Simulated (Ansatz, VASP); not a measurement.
## Sn3Te in VASP and in Ansatz

Contents of INCAR:

```
SYSTEM = Sn3Te
PREC     = Accurate       ! precision mode
ENCUT    = 600            ! plane-wave cutoff, eV
EDIFF    = 1E-7           ! SCF threshold, eV
ISMEAR   = 0              ! smearing method
SIGMA    = 0.1            ! smearing width, eV
LREAL    = .False.        ! projectors in reciprocal space
LASPH    = .True.         ! aspherical terms in the spheres
NELM     = 100            ! most SCF steps
ALGO     = Fast           ! electronic algorithm
ISIF     = 3              ! what is computed and relaxed
LWAVE    = .False.        ! write WAVECAR
LCHARG   = .False.        ! write CHGCAR
GGA      = PE             ! functional
IBRION   = 2              ! ionic algorithm
NSW      = 100            ! ionic steps
EDIFFG   = -0.01          ! ionic threshold
```

KPOINTS

```
regular mesh
0
Gamma
  10 10 10
  0 0 0
```

POSCAR

```
Sn3Te
1.0
    4.8651547182      0.0000000000      0.0000000000
    0.0000000000      4.8651547182      0.0000000000
    0.0000000000      0.0000000000      4.8651547182
Sn Te
3 1
Direct
    0.5000000000      0.0000000000      0.0000000000
    0.0000000000      0.5000000000      0.0000000000
    0.0000000000      0.0000000000      0.5000000000
    0.5000000000      0.5000000000      0.5000000000
```

Input for Ansatz:

```yaml
crystal:
  lattice:
    - [4.8651547182, 0.0, 0.0]
    - [0.0, 4.8651547182, 0.0]
    - [0.0, 0.0, 4.8651547182]
  atoms:
    - { symbol: Sn, position: [0.5, 0.0, 0.0] }
    - { symbol: Sn, position: [0.0, 0.5, 0.0] }
    - { symbol: Sn, position: [0.0, 0.0, 0.5] }
    - { symbol: Te, position: [0.5, 0.5, 0.5] }
basis:
  ecutwfc: 420
kpoints:
  mp_grid: { grid: [10, 10, 10] }
hamiltonian:
  xc: pbe
scf:
  occupations: { method: gaussian, width: 0.1 }
output:
  forces: true
  stress: true
  eigenvalues: true
relax:
  adjacent_minimum: "off"
  f_tol: 0.01
  max_steps: 80
  cell: { stress_tol: 0.05 }
```

Alike in both runs: task relaxation of cell and atoms; functional PBE; k mesh 10 × 10 × 10; occupations gaussian, width 0.1 eV; no spin polarisation.

|  | VASP | Ansatz |
| --- | --- | --- |
| version | VASP 6.6.1 | Ansatz 0.2.0 |
| potentials or method | VASP PAW PBE potentials, release 64 (Sn_d, Te), cutoff 600 eV | scalar-relativistic, plane waves, PAW |
| valence electrons in the cell | 48 | 58 |

VASP gave:

```
gap on the k mesh at the Fermi level, each at its own relaxed structure (eV) : none
relaxed volume (Å³/atom)                                                     : 29.00
relaxed cell length with the largest relative difference (Å)                 : 4.877
```

Problem. Which values does Ansatz return?

Solution. gap on the k mesh at the Fermi level, each at its own relaxed structure (eV): none; relaxed volume (Å³/atom): 29.02; relaxed cell length with the largest relative difference (Å): 4.878.

A gap of «none» marks a metal or a gap that the smearing closes. VASP's potentials hold 48 valence electrons a cell and Ansatz's 58, so a difference there can come from the potentials and not from the codes.

Neither program's run includes spin-orbit coupling.
